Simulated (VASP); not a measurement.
Wanted: the native input for a VASP 6.6.1 run.

```yaml
Task: relaxation of cell and atoms
Functional: PBE
Potentials_or_basis: VASP PAW PBE potentials, release 64 (Al, Cu)
Cutoff: 600 eV
k_mesh: 16 × 16 × 16
Occupations: gaussian, width 0.1 eV
Spin: no spin polarisation
Dipole_correction: no
Further_INCAR_settings: ALGO = Fast; EDIFF = 1e-06; IBRION = 2; EDIFFG = -0.01; NSW = 100; ISIF = 3
```

The structure of Al2Cu lies in POSCAR:

```
Al2Cu
1.0
   -2.0303375000      2.0303375000      2.8510940000
    2.0303375000     -2.0303375000      2.8510940000
    2.0303375000      2.0303375000     -2.8510940000
Al Cu
2 1
Direct
    0.7500000000      0.2500000000      0.5000000000
    0.2500000000      0.7500000000      0.5000000000
    0.5000000000      0.5000000000      0.0000000000
```

One way to write it, as run:

INCAR

```
SYSTEM = Al2Cu
ALGO = Fast
EDIFF = 1E-6
EDIFFG = -0.01
ENCUT = 600
GGA = PE
IBRION = 2
ISIF = 3
ISMEAR = 0
LASPH = .TRUE.
LCHARG = .FALSE.
LREAL = .FALSE.
LWAVE = .FALSE.
NELM = 80
NSW = 100
PREC = Accurate
SIGMA = 0.1
```

KPOINTS

```
k-points
0
G
  16 16 16
  0 0 0
```

Potentials or basis: VASP PAW PBE potentials, release 64 (Al, Cu).

The run is started by

```bash
$ cat potpaw_PBE.64/Al/POTCAR potpaw_PBE.64/Cu/POTCAR > POTCAR
$ mpirun -np 1 vasp_std > vasp.out
```

Results of the run:

| Property | Result |
| --- | --- |
| Relaxed volume | 16.15 Å³/atom |
| Relaxed cell | a = 4.092 Å, b = 4.092 Å, c = 4.092 Å, α = 120.00°, β = 120.00°, γ = 89.99° |
| Space group after relaxing (to 0.1 Å) | Fm-3m (No. 225) |
| Energy gained by relaxing | 4.7 meV/atom |
| Ionic steps | 9 |
| Pressure after relaxing | -0.1 GPa |
| Band gap on the k mesh | zero (an odd number of electrons rules out a gap without spin polarisation) |

Run time: 6.4 min on 1 thread of Intel(R) Xeon(R) 6975P-C (Granite Rapids) (shared host), peak memory 0.41 GiB.
